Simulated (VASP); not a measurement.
# BN (CsCl type) (Pm-3m) in VASP: a series of runs

Runs on BN (CsCl type). Level: PBE. Tasks: single point.

Program: VASP 6.6.1. These are calculated values, not measurements. Logs are shortened: lines on timing, memory, paths and dates and some standing lists are left out, and cuts for length are marked.

## (1) The cell of the first run

It takes space group Pm-3m (No. 221, cubic). Conventional cell: a = 2.080 Å, b = 2.080 Å, c = 2.080 Å, α = 90.00°, β = 90.00°, γ = 90.00°. Within 2.4 Å of B (site symmetry m-3m) lie 8 N at 1.80 Å and 6 B at 2.08 Å. N (site symmetry m-3m) has 8 B at 1.80 Å and 6 N at 2.08 Å within 2.4 Å.

## (2) Single point, PBE (volume scaled by 0.72)

Contents of INCAR:

```
  ALGO = Normal
  EDIFF = 1E-6
  ENCUT = 520
  GGA = PE
  ISIF = 2
  ISMEAR = -1
  LASPH = True
  LCHARG = True
  LELF = True
  LREAL = False
  LVHAR = True
  LWAVE = False
  NBANDS = 11
  NELM = 60
  PREC = Accurate
  SIGMA = 0.05
```

Contents of KPOINTS:

```
k-points
0
Gamma
  14 14 14
```

Contents of POSCAR:

```
BN
1.0
    2.0796975597      0.0000000000      0.0000000000
    0.0000000000      2.0796975597      0.0000000000
    0.0000000000      0.0000000000      2.0796975597
B N
1 1
Direct
    0.0000000000      0.0000000000      0.0000000000
    0.5000000000      0.5000000000      0.5000000000
```

Potentials or basis: VASP PAW PBE potentials, release 64 (B, N).

Launch:

```sh
cat potpaw_PBE.64/B/POTCAR potpaw_PBE.64/N/POTCAR > POTCAR
mpirun -np 1 vasp_std > vasp.out
```

OUTCAR:

```text
EDIFF = 1E-6
   ENCUT = 520
   GGA = PE
   ISIF = 2
   ISMEAR = -1
   LASPH = True
   LREAL = False
   NELM = 60
   PREC = Accurate

 ion  position               nearest neighbor table
   1  0.000  0.000  0.000-   2 1.80   2 1.80   2 1.80   2 1.80   2 1.80   2 1.80   2 1.80   2 1.80

   2  0.500  0.500  0.500-   1 1.80   1 1.80   1 1.80   1 1.80   1 1.80   1 1.80   1 1.80   1 1.80

  LATTYP: Found a simple cubic cell.
 ALAT       =     2.0796975597

  Lattice vectors:

 A1 = (   2.0796975597,   0.0000000000,   0.0000000000)
 A2 = (   0.0000000000,   2.0796975597,   0.0000000000)
 A3 = (   0.0000000000,   0.0000000000,   2.0796975597)

Analysis of symmetry for initial positions (statically):
=====================================================================
 Subroutine PRICEL returns:
 Original cell was already a primitive cell.

 Routine SETGRP: Setting up the symmetry group for a
 simple cubic supercell.

 Subroutine GETGRP returns: Found 48 space group operations
 (whereof 48 operations were pure point group operations)
 out of a pool of 48 trial point group operations.

The static configuration has the point symmetry O_h .

Analysis of symmetry for dynamics (positions and initial velocities):
=====================================================================
 Subroutine PRICEL returns:
 Original cell was already a primitive cell.

 Routine SETGRP: Setting up the symmetry group for a
 simple cubic supercell.

 Subroutine GETGRP returns: Found 48 space group operations
 (whereof 48 operations were pure point group operations)
 out of a pool of 48 trial point group operations.

The dynamic configuration has the point symmetry O_h .

 Subroutine INISYM returns: Found 48 space group operations
 (whereof 48 operations are pure point group operations),
 and found     1 'primitive' translations

----------------------------------------------------------------------------------------

                                     Primitive cell

  volume of cell :       8.9950

  direct lattice vectors                    reciprocal lattice vectors
     2.079697560  0.000000000  0.000000000     0.480839147  0.000000000  0.000000000
     0.000000000  2.079697560  0.000000000     0.000000000  0.480839147  0.000000000
     0.000000000  0.000000000  2.079697560     0.000000000  0.000000000  0.480839147

  length of vectors
     2.079697560  2.079697560  2.079697560     0.480839147  0.480839147  0.480839147

  position of ions in fractional coordinates (direct lattice)
[... 8 lines left out ...]
----------------------------------------------------------------------------------------

 KPOINTS: k-points

Automatic generation of k-mesh.
 Grid dimensions read from file:
 generate k-points for:   14   14   14

 Generating k-lattice:

  Cartesian coordinates                     Fractional coordinates (reciprocal lattice)
     0.034345653  0.000000000  0.000000000     0.071428571  0.000000000  0.000000000
     0.000000000  0.034345653  0.000000000     0.000000000  0.071428571  0.000000000
     0.000000000  0.000000000  0.034345653     0.000000000  0.000000000  0.071428571

  Length of vectors
     0.034345653  0.034345653  0.034345653

  Shift w.r.t. Gamma in fractional coordinates (k-lattice)
     0.000000000  0.000000000  0.000000000

 Subroutine IBZKPT returns following result:
 ===========================================

 Found    120 irreducible k-points:

 Following reciprocal coordinates:
            Coordinates               Weight
  0.000000  0.000000  0.000000      1.000000
  0.071429  0.000000  0.000000      6.000000
  0.142857  0.000000  0.000000      6.000000
  0.214286  0.000000  0.000000      6.000000
  0.285714  0.000000  0.000000      6.000000
  0.357143  0.000000  0.000000      6.000000
[... 16 lines left out ...]
  0.285714  0.214286  0.000000     24.000000
  0.357143  0.214286  0.000000     24.000000
 [... further k-points ...]
   k-points           NKPTS =    120   k-points in BZ     NKDIM =    120   number of bands    NBANDS=     11
   number of dos      NEDOS =    301   number of ions     NIONS =      2
   total plane-waves  NPLWV =   4096
   dimension x,y,z NGX =    16 NGY =   16 NGZ =   16
   dimension x,y,z NGXF=    32 NGYF=   32 NGZF=   32
   ions per type =               1   1
   NGX,Y,Z   is equivalent  to a cutoff of  12.79, 12.79, 12.79 a.u.
   NGXF,Y,Z  is equivalent  to a cutoff of  25.58, 25.58, 25.58 a.u.
 SYSTEM =  unknown system
   PREC   = accura    normal or accurate (medium, high low for compatibility)
   ISTART =      0    job   : 0-new  1-cont  2-samecut
   ICHARG =      2    charge: 1-file 2-atom 10-const
   ISPIN  =      1    spin polarized calculation?
   LNONCOLLINEAR =      F non collinear calculations
   LSORBIT =      F    spin-orbit coupling
   LASPH  =      T    aspherical Exc in radial PAW
   ENCUT  =  520.0 eV  38.22 Ry    6.18 a.u.   3.87  3.87  3.87*2*pi/ulx,y,z
   NELM   =     60;   NELMIN=  2; NELMDL= -5     # of ELM steps
   EDIFF  = 0.1E-05   stopping-criterion for ELM
   LREAL  =      F    real-space projection
   EDIFFG = 0.1E-04   stopping-criterion for IOM
   NSW    =      0    number of steps for IOM
   IBRION =     -1    ionic relax: 0-MD 1-quasi-New 2-CG
   NFREE  =      0    steps in history (QN), initial steepest desc. (CG)
   ISIF   =      2    stress and relaxation
   ISYM   =      2    0-nonsym 1-usesym 2-fastsym
   POTIM  = 0.5000    time-step for ionic-motion
   TEBEG  =    0.0;   TEEND  =   0.0 temperature during run
   PSTRESS=    0.0 pullay stress
   NELECT =       8.0000    total number of electrons
   NUPDOWN=      -1.0000    fix difference up-down
   EMIN   =  10.00;   EMAX   =-10.00  energy-range for DOS
   EFERMI =   0.00;   METHOD = LEGACY
   ISMEAR =    -1;   SIGMA  =   0.05  broadening in eV -4-tet -1-fermi 0-gaus
   EFERMI_NEDOS =   21; number of points for ismear=-14 and -15
   IALGO  =     38    algorithm
   IMIX   =      4    mixing-type and parameters
     AMIX     =   0.40;   BMIX     =  1.00
     AMIX_MAG =   1.60;   BMIX_MAG =  1.00
  volume/ion in A,a.u.               =       4.50        30.35
  Fermi-wavevector in a.u.,A,eV,Ry     =   1.574362  2.975113 33.723621  2.478616
  Thomas-Fermi vector in A             =   2.675508
   LORBIT       =      0    0 simple, 1 ext, 2 COOP (PROOUT), +10 PAW based schemes
   GGA     = PE    functional components
   LHFCALC =     F    Hartree Fock is set to
   AEXX    =    0.0000 exact exchange contribution
   IVDW    =     0    specifies the selected vdW correction
   LEPSILON=     F    determine dielectric tensor
   LRPA    =     F    only Hartree local field effects (RPA)
 non-spin polarized calculation
  energy-cutoff  :      520.00
  volume of cell :        8.99
 maximum number of plane-waves:       280
 NGX is ok and might be reduce to    16
   NGX =  7   NGY =  7   NGZ =  7

 number of electron       7.9999999 magnetization

 Free energy of the ion-electron system (eV)
  ---------------------------------------------------
  ext. energy  EPLUGINS =         0.00000000
  ---------------------------------------------------
  free energy    TOTEN  =        -8.71929702 eV

  energy without entropy =       -8.71493268  energy(sigma->0) =       -8.71711485

 E-fermi :  14.1193     XC(G=0): -14.8132

 val. band max:       14.0887471427   @ k =   0.5000   0.2857   0.2857
 cond. band min:      14.1561267055   @ k =   0.3571   0.3571   0.0714
 fundamental gap:      0.0673795628
 Fermi energy:        14.1192975237

 k-point     1 :       0.0000    0.0000    0.0000
  band No.  band energies     occupation
      1     -11.9445      2.00000
      2      11.0900      2.00000
      3      11.0900      2.00000
      4      11.0900      2.00000
      5      20.4998      0.00000
      6      26.5276      0.00000
      7      26.5276      0.00000
      8      29.0343      0.00000
      9      29.0343      0.00000
     10      29.0343      0.00000
     11      55.2155      0.00000

 k-point     2 :       0.0714    0.0000    0.0000
  band No.  band energies     occupation
      1     -11.8078      2.00000
      2      10.1482      2.00000
      3      11.2153      2.00000
      4      11.2153      2.00000
      5      20.7034      0.00000
      6      26.7044      0.00000
      7      26.9401      0.00000
      8      28.7826      0.00000
      9      28.7826      0.00000
     10      29.5331      0.00000
     11      54.3054      0.00000

 k-point     3 :       0.1429    0.0000    0.0000
  band No.  band energies     occupation
      1     -11.3999      2.00000
      2       7.9597      2.00000
      3      11.5847      2.00000
      4      11.5847      2.00000
      5      21.0039      0.00000
      6      27.1355      0.00000
      7      27.2349      0.00000
      8      28.0502      0.00000
      9      28.0502      0.00000
     10      31.7746      0.00000
     11      51.9501      0.00000

 k-point     4 :       0.2143    0.0000    0.0000
  band No.  band energies     occupation
      1     -10.7282      2.00000
      2       5.3614      2.00000
      3      12.1767      2.00000
      4      12.1767      2.00000
      5      21.2045      0.00000
      6      26.8136      0.00000
      7      26.9177      0.00000
      8      26.9177      0.00000
      9      28.1191      0.00000
     10      35.4941      0.00000
     11      47.9048      0.00000
[... 239 lines left out ...]
 k-point    22 :       0.2143    0.2143    0.0000
  band No.  band energies     occupation
      1      -9.5044      2.00000
      2       5.6960      2.00000
      3       7.3175      2.00000
      4      13.1676      2.00000
      5      21.9758      0.00000
      6      22.9416      0.00000
      7      26.0992      0.00000
      8      26.8743      0.00000
      9      33.7132      0.00000
     10      38.8944      0.00000
     11      45.1649      0.00000

 k-point    23 :       0.2857    0.2143    0.0000
  band No.  band energies     occupation
      1      -8.5799      2.00000
      2       3.6923      2.00000
      3       7.5523      2.00000
      4      13.8495      1.99097
      5      20.2343      0.00000
      6      23.1569      0.00000
      7      25.4002      0.00000
      8      26.5917      0.00000
      9      35.2945      0.00000
     10      42.4287      0.00000
     11      44.1180      0.00000

 k-point    24 :       0.3571    0.2143    0.0000
  band No.  band energies     occupation
      1      -7.4530      2.00000
      2       1.4073      2.00000
      3       8.3705      2.00000
      4      14.5780      0.00021
      5      18.4881      0.00000
      6      23.4279      0.00000
      7      24.5822      0.00000
      8      26.2814      0.00000
      9      36.6089      0.00000
     10      42.9784      0.00000
     11      45.5068      0.00000

 [... further k-points ...]

------------------------ aborting loop because EDIFF is reached ----------------------------------------

  FORCE on cell =-STRESS in cart. coord.  units (eV):
  Direction    XX          YY          ZZ          XY          YZ          ZX
  --------------------------------------------------------------------------------------
  -------------------------------------------------------------------------------------
  Total        8.7493139      8.7493139      8.7493139      0.0000000      0.0000000     -0.0000000
  in kB     1558.4182752   1558.4182752   1558.4182752      0.0000000      0.0000000     -0.0000000
  external PRESSURE =    1558.4182752 kB  Pullay stress =       0.0000000 kB

 VOLUME and BASIS-vectors are now :
 -----------------------------------------------------------------------------
  energy-cutoff  :      520.00
  volume of cell :        8.99
      direct lattice vectors                 reciprocal lattice vectors
     2.079697560  0.000000000  0.000000000     0.480839147  0.000000000  0.000000000
     0.000000000  2.079697560  0.000000000     0.000000000  0.480839147  0.000000000
     0.000000000  0.000000000  2.079697560     0.000000000  0.000000000  0.480839147

 POSITION                                       TOTAL-FORCE (eV/Angst)
 -----------------------------------------------------------------------------------
      0.00000      0.00000      0.00000         0.000000      0.000000      0.000000
      1.03985      1.03985      1.03985         0.000000      0.000000      0.000000
 -----------------------------------------------------------------------------------
    total drift:                                0.000000      0.000000      0.000000

  FREE ENERGIE OF THE ION-ELECTRON SYSTEM (eV)
  ---------------------------------------------------
  free  energy   TOTEN  =        -8.7192970163 eV

  energy  without entropy=       -8.7149326759  energy(sigma->0) =       -8.71711485
```

It took 7.8 s on 1 thread of AMD EPYC 7R43 (Zen 3), shared host; peak memory 0.08 GiB.

What came out:

| Property | Result |
| --- | --- |
| Free energy | -8.7193 eV |
| Pressure | 155.8 GPa |
| Band gap on the k mesh | zero (band 4 reaches 15.42 eV, above the bottom of band 5 at 11.02 eV) |

## (3) Single point, PBE (volume scaled by 0.8)

Contents of INCAR:

```
SYSTEM = BN
PREC     = Accurate       ! precision mode
ENCUT    = 520            ! plane-wave cutoff, eV
EDIFF    = 1E-6           ! SCF threshold, eV
ISMEAR   = -1             ! smearing method
SIGMA    = 0.05           ! smearing width, eV
LREAL    = .FALSE.        ! projectors in reciprocal space
LASPH    = .TRUE.         ! aspherical terms in the spheres
NELM     = 80             ! most SCF steps
ALGO     = Normal         ! electronic algorithm
ISIF     = 2              ! what is computed and relaxed
LWAVE    = .FALSE.        ! write WAVECAR
LCHARG   = .FALSE.        ! write CHGCAR
GGA      = PE             ! functional
NBANDS   = 11             ! bands
```

Contents of KPOINTS:

```
regular mesh
0
G
  14 14 14
  0 0 0
```

Contents of POSCAR:

```
BN
1.0
    2.1540346200      0.0000000000      0.0000000000
    0.0000000000      2.1540346200      0.0000000000
    0.0000000000      0.0000000000      2.1540346200
B N
1 1
Direct
    0.0000000000      0.0000000000      0.0000000000
    0.5000000000      0.5000000000      0.5000000000
```

Potentials or basis: VASP PAW PBE potentials, release 64 (B, N).

Launch:

```sh
cat potpaw_PBE.64/B/POTCAR potpaw_PBE.64/N/POTCAR > POTCAR
mpirun -np 1 vasp_std > vasp.out
```

Wall time 7.3 s (1 thread of AMD EPYC 7R43 (Zen 3), shared host); peak memory 0.08 GiB.

Results (log left out):

* Free energy: -9.4595 eV
* Pressure: 85.5 GPa
* Band gap on the k mesh: zero (band 4 reaches 13.51 eV, above the bottom of band 5 at 9.60 eV)

Levels at points of the mesh, in eV from the Fermi level:
```
           k point  band 2  band 3  band 4  band 5  band 6  band 7
(0.00, 0.00, 0.00)   -2.69   -2.69   -2.69    4.61   12.34   12.34
(0.50, 0.00, 0.00)  -15.17    0.66    0.66    6.25    7.95    7.95
(0.50, 0.50, 0.00)  -11.80  -11.80   -3.71    2.10   10.31   10.31
(0.50, 0.50, 0.50)   -6.33   -6.33   -6.33   -2.33   -2.33   -2.33
```

## (4) Single point, PBE (volume scaled by 0.8)

Contents of INCAR:

```
ALGO     = Normal         # electronic algorithm
EDIFF    = 1E-7           # SCF threshold, eV
ENCUT    = 520            # plane-wave cutoff, eV
GGA      = PE             # functional
ISIF     = 2              # what is computed and relaxed
ISMEAR   = -1             # smearing method
LASPH    = True           # aspherical terms in the spheres
LCHARG   = True           # write CHGCAR
LELF     = True           # ELF
LREAL    = False          # projectors in reciprocal space
LVHAR    = True         
LWAVE    = False          # write WAVECAR
NBANDS   = 11             # bands
NELM     = 100            # most SCF steps
PREC     = Accurate       # precision mode
SIGMA    = 0.05           # smearing width, eV
```

Contents of KPOINTS:

```
k-points
0
Gamma
  14 14 14
```

POSCAR is that of step 3.

Potentials or basis: VASP PAW PBE potentials, release 64 (B, N).

Launch:

```sh
cat potpaw_PBE.64/B/POTCAR potpaw_PBE.64/N/POTCAR > POTCAR
mpirun -np 1 vasp_std > vasp.out
```

OUTCAR:

```text
EDIFF = 1E-7
   ENCUT = 520
   GGA = PE
   ISIF = 2
   ISMEAR = -1
   LASPH = True
   LREAL = False
   NELM = 100
   PREC = Accurate

 ion  position               nearest neighbor table
   1  0.000  0.000  0.000-   2 1.87   2 1.87   2 1.87   2 1.87   2 1.87   2 1.87   2 1.87   2 1.87

   2  0.500  0.500  0.500-   1 1.87   1 1.87   1 1.87   1 1.87   1 1.87   1 1.87   1 1.87   1 1.87

  LATTYP: Found a simple cubic cell.
 ALAT       =     2.1540346200

  Lattice vectors:

 A1 = (   2.1540346200,   0.0000000000,   0.0000000000)
 A2 = (   0.0000000000,   2.1540346200,   0.0000000000)
 A3 = (   0.0000000000,   0.0000000000,   2.1540346200)

Analysis of symmetry for initial positions (statically):
=====================================================================
 Subroutine PRICEL returns:
 Original cell was already a primitive cell.

 Routine SETGRP: Setting up the symmetry group for a
 simple cubic supercell.

 Subroutine GETGRP returns: Found 48 space group operations
 (whereof 48 operations were pure point group operations)
 out of a pool of 48 trial point group operations.

[... 171 lines left out ...]
      2       9.6488      2.00000
      3       9.6488      2.00000
      4       9.6488      2.00000
      5      16.9497      0.00000
      6      24.6826      0.00000
      7      24.6826      0.00000
      8      25.8955      0.00000
      9      25.8955      0.00000
     10      25.8955      0.00000
     11      51.2838      0.00000
[... 309 lines left out ...]
 k-point    24 :       0.3571    0.2143    0.0000
  band No.  band energies     occupation
      1      -7.8235      2.00000
      2       0.6924      2.00000
      3       6.9649      2.00000
      4      12.7738      0.00034
      5      16.3474      0.00000
      6      20.4707      0.00000
      7      22.0358      0.00000
      8      23.3646      0.00000
      9      33.8455      0.00000
     10      39.5765      0.00000
     11      42.2539      0.00000

 [... further k-points ...]

------------------------ aborting loop because EDIFF is reached ----------------------------------------

  FORCE on cell =-STRESS in cart. coord.  units (eV):
  Direction    XX          YY          ZZ          XY          YZ          ZX
  --------------------------------------------------------------------------------------
  -------------------------------------------------------------------------------------
  Total        5.3355126      5.3355126      5.3355126      0.0000000     -0.0000000      0.0000000
  in kB      855.3201268    855.3201268    855.3201268      0.0000000     -0.0000000      0.0000000
  external PRESSURE =     855.3201268 kB  Pullay stress =       0.0000000 kB

 VOLUME and BASIS-vectors are now :
 -----------------------------------------------------------------------------
  energy-cutoff  :      520.00
  volume of cell :        9.99
      direct lattice vectors                 reciprocal lattice vectors
     2.154034620  0.000000000  0.000000000     0.464245092  0.000000000  0.000000000
     0.000000000  2.154034620  0.000000000     0.000000000  0.464245092  0.000000000
     0.000000000  0.000000000  2.154034620     0.000000000  0.000000000  0.464245092

 POSITION                                       TOTAL-FORCE (eV/Angst)
 -----------------------------------------------------------------------------------
      0.00000      0.00000      0.00000         0.000000      0.000000      0.000000
      1.07702      1.07702      1.07702         0.000000      0.000000      0.000000
 -----------------------------------------------------------------------------------
    total drift:                                0.000000      0.000000      0.000000

  FREE ENERGIE OF THE ION-ELECTRON SYSTEM (eV)
  ---------------------------------------------------
  free  energy   TOTEN  =        -9.4595170824 eV

  energy  without entropy=       -9.4549040476  energy(sigma->0) =       -9.45721057
```

stdout:

```text
POSCAR found type information on POSCAR B N
 POSCAR found :  2 types and       2 ions
 scaLAPACK will be used
 LDA part: xc-table for (Slater+PW92), standard interpolation
 POSCAR, INCAR and KPOINTS ok, starting setup
 FFT: planning ... GRIDC
 FFT: planning ... GRID_SOFT
 FFT: planning ... GRID
 WAVECAR not read
 entering main loop
```

Run time: 8.1 s. Hardware: 1 thread of AMD EPYC 7R43 (Zen 3), shared host; peak memory 0.08 GiB.

What came out:

```yaml
Free_energy: -9.4595 eV
Pressure: 85.5 GPa
Band_gap_on_the_k_mesh: zero (band 4 reaches 13.51 eV, above the bottom of band 5 at 9.60 eV)
```
